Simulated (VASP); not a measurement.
Here is a VASP 6.6.1 calculation.

The input INCAR:

```
SYSTEM = NbTe
  AGGAC = 1.0
  AGGAX = 1.0
  ALDAC = 0.0
  ALDAX = 1.0
  ALGO = Normal
  EDIFF = 1E-6
  ENCUT = 520
  GGA = B5
  ISIF = 2
  ISMEAR = -1
  IVDW = 13
  LASPH = .True.
  LCHARG = .True.
  LELF = .True.
  LREAL = .False.
  LVHAR = .True.
  LWAVE = .False.
  NBANDS = 16
  NELM = 60
  PREC = Accurate
  SIGMA = 0.05
  VDW_A1 = 0.44488865
  VDW_A2 = 4.0933009
  VDW_S6 = 1.0
  VDW_S8 = 2.34076671
```

Contents of KPOINTS:

```
k-points
0
Gamma
  8 8 7
  0 0 0
```

Contents of POSCAR:

```
NbTe
1.0
    3.6970250614      0.0000000000      0.0000000000
   -1.8485125307      3.2017176216      0.0000000000
    0.0000000000      0.0000000000      3.7061562896
Te Nb
1 1
Direct
    0.6666666667      0.3333333333      0.0000000000
    0.0000000000      0.0000000000      0.5000000000
```

Potentials or basis: VASP PAW PBE potentials, release 64 (Te, Nb_sv).

Launch:

```console
$ cat potpaw_PBE.64/Te/POTCAR potpaw_PBE.64/Nb_sv/POTCAR > POTCAR
$ mpirun -np 1 vasp_std > vasp.out
```

(1) What does it give for the pressure?

(2) Predict the band gap on the k mesh.

## Answers

(1) 0.2 GPa.

(2) zero (an odd number of electrons rules out a gap without spin polarisation).

Caveat: the PAW data sets were made with another functional, which shifts forces and pressure a little; spin-orbit coupling is left out, which moves the levels of the heavy elements.
